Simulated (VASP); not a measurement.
# WC (P1) in VASP: a series of runs

WC is run at these levels: PBEsol; tasks: single point.

Everything below comes from runs of VASP 6.6.1. Logs are shortened: lines on timing, memory, paths and dates and some standing lists are left out, and cuts for length are marked.

### Step 1. The cell of the first run

The typed cell holds 2 atoms: a = 2.901 Å, b = 2.901 Å, c = 2.829 Å, α = 90.00°, β = 90.00°, γ = 120.00°.

### Step 2. Single point, PBEsol (atom 1 (W) moved by (+0.150, -0.150) A along [1 1 0] and z)

Contents of INCAR:

```
ALGO = Normal
EDIFF = 1E-6
ENCUT = 520
GGA = PS
ISIF = 2
ISMEAR = 1
LASPH = T
LCHARG = F
LREAL = F
LWAVE = F
NBANDS = 16
NELM = 60
PREC = Accurate
SIGMA = 0.2
```

Contents of KPOINTS:

```
k-points
0
Gamma
  18 18 16
```

Contents of POSCAR:

```
WC
1.0
    2.9005014360      0.0000000000      0.0000000000
   -1.4502507180      2.5119079273      0.0000000000
    0.0000000000      0.0000000000      2.8290000000
W C
1 1
Direct
    0.0576808060      0.0422252806     -0.0530222694
    0.6666666667      0.3333333333      0.5000000000
```

Potentials or basis: VASP PAW PBE potentials, release 64 (W_sv, C).

The run is started by

```bash
$ cat potpaw_PBE.64/W_sv/POTCAR potpaw_PBE.64/C/POTCAR > POTCAR
$ mpirun -np 1 vasp_std > vasp.out
```

OUTCAR:

```text
EDIFF = 1E-6
   ENCUT = 520
   GGA = PS
   ISIF = 2
   ISMEAR = 1
   LASPH = T
   LREAL = F
   NELM = 60
   PREC = Accurate

 ion  position               nearest neighbor table
   1  0.058  0.042  0.947-   2 1.99   2 2.13   2 2.19   2 2.19   2 2.32   2 2.37
   2  0.667  0.333  0.500-   1 1.99   1 2.13   1 2.19   1 2.19   1 2.32   1 2.37

  LATTYP: Found a hexagonal cell.
 ALAT       =     2.9005014360
 C/A-ratio  =     0.9753485949

  Lattice vectors:

 A1 = (   2.9005014360,   0.0000000000,   0.0000000000)
 A2 = (  -1.4502507180,   2.5119079273,   0.0000000000)
 A3 = (   0.0000000000,   0.0000000000,   2.8290000000)

Analysis of symmetry for initial positions (statically):
=====================================================================
 Subroutine PRICEL returns:
 Original cell was already a primitive cell.

 Routine SETGRP: Setting up the symmetry group for a
 hexagonal supercell.

 Subroutine GETGRP returns: Found  1 space group operations
 (whereof  1 operations were pure point group operations)
 out of a pool of 24 trial point group operations.

The static configuration has the point symmetry C_1 .

Analysis of symmetry for dynamics (positions and initial velocities):
=====================================================================
 Subroutine PRICEL returns:
 Original cell was already a primitive cell.

 Routine SETGRP: Setting up the symmetry group for a
 hexagonal supercell.

 Subroutine GETGRP returns: Found  1 space group operations
 (whereof  1 operations were pure point group operations)
 out of a pool of 24 trial point group operations.

The dynamic configuration has the point symmetry C_1 .

 Subroutine INISYM returns: Found  1 space group operations
 (whereof  1 operations are pure point group operations),
 and found     1 'primitive' translations

----------------------------------------------------------------------------------------

                                     Primitive cell

  volume of cell :      20.6115

  direct lattice vectors                    reciprocal lattice vectors
     2.900501436  0.000000000  0.000000000     0.344767973  0.199051882  0.000000000
    -1.450250718  2.511907927  0.000000000     0.000000000  0.398103764  0.000000000
     0.000000000  0.000000000  2.829000000     0.000000000  0.000000000  0.353481796

  length of vectors
     2.900501436  2.900501436  2.829000000     0.398103764  0.398103764  0.353481796

[... 79 lines left out ...]
   NELM   =     60;   NELMIN=  2; NELMDL= -5     # of ELM steps
   EDIFF  = 0.1E-05   stopping-criterion for ELM
   LREAL  =      F    real-space projection
   EDIFFG = 0.1E-04   stopping-criterion for IOM
   NSW    =      0    number of steps for IOM
   IBRION =     -1    ionic relax: 0-MD 1-quasi-New 2-CG
   NFREE  =      0    steps in history (QN), initial steepest desc. (CG)
   ISIF   =      2    stress and relaxation
   ISYM   =      2    0-nonsym 1-usesym 2-fastsym
   POTIM  = 0.5000    time-step for ionic-motion
   TEBEG  =    0.0;   TEEND  =   0.0 temperature during run
   PSTRESS=    0.0 pullay stress
   NELECT =      18.0000    total number of electrons
   NUPDOWN=      -1.0000    fix difference up-down
   EMIN   =  10.00;   EMAX   =-10.00  energy-range for DOS
   EFERMI =   0.00;   METHOD = LEGACY
   ISMEAR =     1;   SIGMA  =   0.20  broadening in eV -4-tet -1-fermi 0-gaus
   EFERMI_NEDOS =   21; number of points for ismear=-14 and -15
   IALGO  =     38    algorithm
   IMIX   =      4    mixing-type and parameters
     AMIX     =   0.40;   BMIX     =  1.00
     AMIX_MAG =   1.60;   BMIX_MAG =  1.00
  volume/ion in A,a.u.               =      10.31        69.55
  Fermi-wavevector in a.u.,A,eV,Ry     =   1.564813  2.957068 33.315762  2.448639
  Thomas-Fermi vector in A             =   2.667381
   LORBIT       =      0    0 simple, 1 ext, 2 COOP (PROOUT), +10 PAW based schemes
   GGA     = PS    functional components
   LHFCALC =     F    Hartree Fock is set to
   AEXX    =    0.0000 exact exchange contribution
   IVDW    =     0    specifies the selected vdW correction
   LEPSILON=     F    determine dielectric tensor
   LRPA    =     F    only Hartree local field effects (RPA)
 non-spin polarized calculation
 Methfessel and Paxton  Order N= 1 SIGMA  =   0.20
  energy-cutoff  :      520.00
  volume of cell :       20.61
 maximum number of plane-waves:       580
 NGX is ok and might be reduce to    24
   NGX = 11   NGY = 11   NGZ = 11

 number of electron      17.9999999 magnetization

 Free energy of the ion-electron system (eV)
  ---------------------------------------------------
  ext. energy  EPLUGINS =         0.00000000
  ---------------------------------------------------
  free energy    TOTEN  =       -23.53177936 eV

  energy without entropy =      -23.53180642  energy(sigma->0) =      -23.53178838

 E-fermi :  11.0994     XC(G=0): -13.9444

 val. band max:       11.0910354540   @ k =   0.1111  -0.0556   0.3750
 cond. band min:      11.1061918571   @ k =   0.1667  -0.1111   0.4375
 fundamental gap:      0.0151564031
 Fermi energy:        11.0994413797

 k-point     1 :       0.0000    0.0000    0.0000
  band No.  band energies     occupation
      1     -62.8291      2.00000
      2     -26.8439      2.00000
      3     -26.7378      2.00000
      4     -26.7317      2.00000
      5      -3.4430      2.00000
      6       6.2733      2.00000
[... 433 lines left out ...]
      3     -26.9333      2.00000
      4     -26.7278      2.00000
      5      -0.4867      2.00000
      6       4.3186      2.00000
[... 8 lines left out ...]
     15      24.1714      0.00000
     16      27.5893      0.00000

 [... further k-points ...]

------------------------ aborting loop because EDIFF is reached ----------------------------------------

  FORCE on cell =-STRESS in cart. coord.  units (eV):
  Direction    XX          YY          ZZ          XY          YZ          ZX
  --------------------------------------------------------------------------------------
  -------------------------------------------------------------------------------------
  Total        1.7463238      0.2099332      1.7472418      0.8102745     -0.8225633     -1.0601557
  in kB      135.7455534     16.3185678    135.8169120     62.9843997    -63.9396378    -82.4082101
  external PRESSURE =      95.9603444 kB  Pullay stress =       0.0000000 kB

 VOLUME and BASIS-vectors are now :
 -----------------------------------------------------------------------------
  energy-cutoff  :      520.00
  volume of cell :       20.61
      direct lattice vectors                 reciprocal lattice vectors
     2.900501436  0.000000000  0.000000000     0.344767973  0.199051882  0.000000000
    -1.450250718  2.511907927  0.000000000     0.000000000  0.398103764  0.000000000
     0.000000000  0.000000000  2.829000000     0.000000000  0.000000000  0.353481796

 POSITION                                       TOTAL-FORCE (eV/Angst)
 -----------------------------------------------------------------------------------
      0.10607      0.10607      2.67900        -2.089760     -1.792118      2.443941
      1.45025      0.83730      1.41450         2.089760      1.792118     -2.443941
 -----------------------------------------------------------------------------------
    total drift:                                0.000013      0.000029     -0.000425

  FREE ENERGIE OF THE ION-ELECTRON SYSTEM (eV)
  ---------------------------------------------------
  free  energy   TOTEN  =       -23.5317793595 eV

  energy  without entropy=      -23.5318064238  energy(sigma->0) =      -23.53178838
```

OSZICAR:

```text
N       E                     dE             d eps       ncg     rms          rms(c)
DAV:   1     0.110253578176E+03    0.11025E+03   -0.94454E+03 83192   0.125E+03
DAV:   2    -0.232001193388E+02   -0.13345E+03   -0.12891E+03 97920   0.344E+02
DAV:   3    -0.264489996088E+02   -0.32489E+01   -0.32373E+01 93496   0.512E+01
DAV:   4    -0.264660105579E+02   -0.17011E-01   -0.17010E-01105704   0.414E+00
DAV:   5    -0.264661409259E+02   -0.13037E-03   -0.13037E-03 93128   0.338E-01    0.347E+01
DAV:   6    -0.236363478881E+02    0.28298E+01   -0.54004E+00101248   0.252E+01    0.986E+00
DAV:   7    -0.235654117047E+02    0.70936E-01   -0.39830E-01 85328   0.500E+00    0.669E+00
DAV:   8    -0.235327533974E+02    0.32658E-01   -0.60442E-02 97232   0.204E+00    0.748E-01
DAV:   9    -0.235319210621E+02    0.83234E-03   -0.25819E-03 89840   0.395E-01    0.121E-01
DAV:  10    -0.235317796974E+02    0.14136E-03   -0.29331E-04106240   0.202E-01    0.310E-02
DAV:  11    -0.235317794978E+02    0.19958E-06   -0.14121E-05 94336   0.377E-02    0.973E-03
DAV:  12    -0.235317793595E+02    0.13838E-06   -0.14806E-06 70552   0.112E-02
   1 F= -.23531779E+02 E0= -.23531788E+02  d E =0.270644E-04
```

stdout:

```text
POSCAR found type information on POSCAR W C
 POSCAR found :  2 types and       2 ions
 scaLAPACK will be used
 -----------------------------------------------------------------------------
|                                                                             |
|                                                                             |
|     You enforced a specific xc type in the INCAR file but a different       |
|     I HOPE YOU KNOW WHAT YOU ARE DOING!                                     |
|                                                                             |
 -----------------------------------------------------------------------------

 LDA part: xc-table for (Slater+PW92), standard interpolation
 POSCAR, INCAR and KPOINTS ok, starting setup
 FFT: planning ... GRIDC
 FFT: planning ... GRID_SOFT
 FFT: planning ... GRID
 WAVECAR not read
 entering main loop
```

Wall time 3.3 min (1 thread of Intel Xeon 6975P-C (Granite Rapids), shared host); peak memory 0.88 GiB.

Results:

- Free energy: -23.5318 eV
- Pressure: 9.6 GPa
- Largest force: 3.681 eV/Å
- Band gap on the k mesh: zero (band 9 reaches 11.74 eV, above the bottom of band 10 at 10.71 eV)

Forces in eV/Å, atoms in the order of the input:
```
W   -2.090 -1.792  2.444
C    2.090  1.792 -2.444
```

Stress tensor (GPa, compression positive):
```
13.57  6.30 -8.24
 6.30  1.63 -6.39
-8.24 -6.39 13.58
```

Levels at points of the mesh, in eV from the Fermi level:
| k point | band 5 | band 6 | band 7 | band 8 | band 9 | band 10 | band 11 | band 12 | band 13 | band 14 |
| --- | --- | --- | --- | --- | --- | --- | --- | --- | --- | --- |
| (0.00, 0.00, 0.00) | -14.54 | -4.83 | -3.72 | -3.27 | 0.33 | 2.83 | 3.31 | 4.86 | 6.33 | 7.19 |
| (0.50, 0.00, 0.00) | -10.78 | -7.60 | -4.17 | -3.60 | -0.57 | 2.67 | 4.28 | 4.67 | 6.90 | 10.74 |
| (0.00, 0.50, 0.00) | -11.47 | -6.83 | -4.14 | -3.11 | -0.66 | 2.47 | 4.62 | 5.06 | 5.75 | 10.29 |
| (0.50, 0.50, 0.00) | -11.27 | -7.03 | -4.23 | -3.42 | -0.37 | 2.49 | 4.49 | 5.01 | 6.25 | 10.33 |
| (0.00, 0.00, 0.50) | -10.58 | -8.66 | -3.15 | -1.69 | -0.62 | -0.34 | 3.29 | 3.90 | 6.07 | 9.84 |
| (0.50, 0.00, 0.50) | -11.73 | -6.30 | -4.14 | -3.75 | -0.21 | 4.41 | 5.33 | 6.66 | 8.65 | 10.23 |
| (0.00, 0.50, 0.50) | -11.10 | -6.96 | -4.82 | -4.34 | 0.64 | 4.33 | 5.28 | 6.22 | 9.36 | 10.04 |
| (0.50, 0.50, 0.50) | -11.31 | -6.73 | -4.63 | -4.05 | 0.34 | 4.31 | 5.29 | 5.96 | 9.26 | 10.14 |

Caveat: the cell differs from its parent crystal (atom 1 (W) moved by (+0.150, -0.150) A along [1 1 0] and z); the PAW data sets were made with another functional, which shifts forces and pressure a little; spin-orbit coupling is left out, which moves the levels of the heavy elements.

### Step 3. Single point, PBEsol (atom 1 (W) moved by (+0.300, -0.300) A along [1 1 0] and z)

Contents of INCAR:

```
  PREC = Accurate
  ENCUT = 520
  EDIFF = 1E-6
  ISMEAR = 1
  SIGMA = 0.2
  LREAL = F
  LASPH = T
  NELM = 100
  ALGO = Normal
  ISIF = 2
  LWAVE = F
  LCHARG = F
  GGA = PS
  NBANDS = 16
```

Contents of KPOINTS:

```
Automatic mesh
0
Gamma
  18 18 16
```

POSCAR: that of step 2 with these lines changed.

```diff
@@ -8,3 +8,3 @@
 Direct
-    0.0576808060      0.0422252806     -0.0530222694
+    0.1153616121      0.0844505613     -0.1060445387
     0.6666666667      0.3333333333      0.5000000000
```

Potentials or basis: VASP PAW PBE potentials, release 64 (W_sv, C).

The run is started by

```bash
$ cat potpaw_PBE.64/W_sv/POTCAR potpaw_PBE.64/C/POTCAR > POTCAR
$ mpirun -np 1 vasp_std > vasp.out
```

Wall time 3.9 min (1 thread of Intel Xeon 6975P-C (Granite Rapids), shared host); peak memory 0.88 GiB.

Results (log left out):

| Item | Value |
| --- | --- |
| Free energy | -22.1854 eV |
| Pressure | 39.5 GPa |
| Largest force | 9.653 eV/Å |
| Band gap on the k mesh | zero (band 9 reaches 12.09 eV, above the bottom of band 10 at 11.13 eV) |

Forces on the atoms (eV/Å):
```
W   -5.817 -4.096  6.524
C    5.817  4.096 -6.524
```

Stress tensor (GPa, compression positive):
```
 53.83  22.36 -38.91
 22.36  13.15 -24.70
-38.91 -24.70  51.54
```

Levels at points of the mesh, in eV from the Fermi level:
```csv
k point,band 6,band 7,band 8,band 9,band 10,band 11,band 12,band 13
"(0.00, 0.00, 0.00)",-5.97,-4.49,-3.79,0.57,1.95,3.17,5.04,6.72
"(0.50, 0.00, 0.00)",-8.20,-4.64,-3.89,-1.12,3.03,3.65,4.26,5.38
"(0.00, 0.50, 0.00)",-6.89,-5.32,-3.19,-0.74,2.59,4.17,4.96,5.59
"(0.50, 0.50, 0.00)",-7.25,-5.44,-3.69,-0.17,2.64,4.02,4.87,6.00
"(0.00, 0.00, 0.50)",-8.64,-4.44,-2.67,-0.92,0.11,2.76,4.25,6.93
"(0.50, 0.00, 0.50)",-6.45,-4.26,-3.38,-0.78,4.08,4.99,6.07,7.70
"(0.00, 0.50, 0.50)",-7.80,-5.47,-4.55,0.72,3.70,4.90,5.82,8.34
"(0.50, 0.50, 0.50)",-7.30,-4.97,-3.91,0.13,3.32,4.89,5.29,8.17
```

Caveat: the cell differs from its parent crystal (atom 1 (W) moved by (+0.300, -0.300) A along [1 1 0] and z); the PAW data sets were made with another functional, which shifts forces and pressure a little; spin-orbit coupling is left out, which moves the levels of the heavy elements.

### Step 4. Single point, PBEsol (atom 1 (W) moved by (-0.300, -0.150) A along [1 1 0] and z)

Contents of INCAR:

```
ALGO = Normal
EDIFF = 1E-6
ENCUT = 520
GGA = PS
ISIF = 2
ISMEAR = 1
LASPH = T
LCHARG = F
LREAL = F
LWAVE = F
NBANDS = 16
NELM = 60
PREC = Accurate
SIGMA = 0.2
```

Contents of KPOINTS:

```
k-points
0
Gamma
  18 18 16
```

POSCAR: that of step 3 with these lines changed.

```diff
@@ -8,3 +8,3 @@
 Direct
-    0.1153616121      0.0844505613     -0.1060445387
+   -0.1153616121     -0.0844505613     -0.0530222694
     0.6666666667      0.3333333333      0.5000000000
```

The run is started by

```bash
$ cat potpaw_PBE.64/W_sv/POTCAR potpaw_PBE.64/C/POTCAR > POTCAR
$ mpirun -np 1 vasp_std > vasp.out
```

Run time: 3.6 min. Hardware: 1 thread of Intel Xeon 6975P-C (Granite Rapids), shared host; peak memory 0.88 GiB.

Results (log left out):

* Free energy: -23.0669 eV
* Pressure: 18.4 GPa
* Largest force: 4.933 eV/Å
* Band gap on the k mesh: zero (band 9 reaches 12.55 eV, above the bottom of band 10 at 10.96 eV)

Forces in eV/Å, atoms in the order of the input:
```
W    2.281  3.381  2.775
C   -2.281 -3.381 -2.775
```

Stress tensor (GPa, compression positive):
```
  2.73 -10.24   5.83
-10.24  24.78  12.84
  5.83  12.84  27.60
```

Levels at points of the mesh, in eV from the Fermi level:
```
           k point  band 5  band 6  band 7  band 8  band 9  band 10  band 11  band 12  band 13  band 14
(0.00, 0.00, 0.00)  -14.82   -5.18   -3.86   -3.20   -0.02     2.03     3.37     3.94     4.66     8.94
(0.50, 0.00, 0.00)  -12.21   -6.60   -4.47   -2.67   -1.19     2.10     4.24     4.58     5.17    10.05
(0.00, 0.50, 0.00)  -10.76   -8.13   -4.77   -4.48    0.05     2.43     3.67     4.82     7.25    10.55
(0.50, 0.50, 0.00)  -11.08   -7.71   -5.04   -4.38    0.48     2.30     3.86     4.99     7.12    10.01
(0.00, 0.00, 0.50)  -10.83   -8.91   -4.18   -1.73   -0.76     0.04     1.80     3.90     7.37    10.00
(0.50, 0.00, 0.50)  -10.75   -7.71   -5.67   -5.30    1.20     4.14     4.96     6.21     8.78    10.18
(0.00, 0.50, 0.50)  -12.20   -6.20   -4.15   -3.70   -0.82     4.11     4.95     5.09     9.04     9.94
(0.50, 0.50, 0.50)  -11.98   -6.42   -4.51   -3.63   -0.56     3.76     4.52     5.07     9.08    10.06
```

Caveat: the cell differs from its parent crystal (atom 1 (W) moved by (-0.300, -0.150) A along [1 1 0] and z); the PAW data sets were made with another functional, which shifts forces and pressure a little; spin-orbit coupling is left out, which moves the levels of the heavy elements.
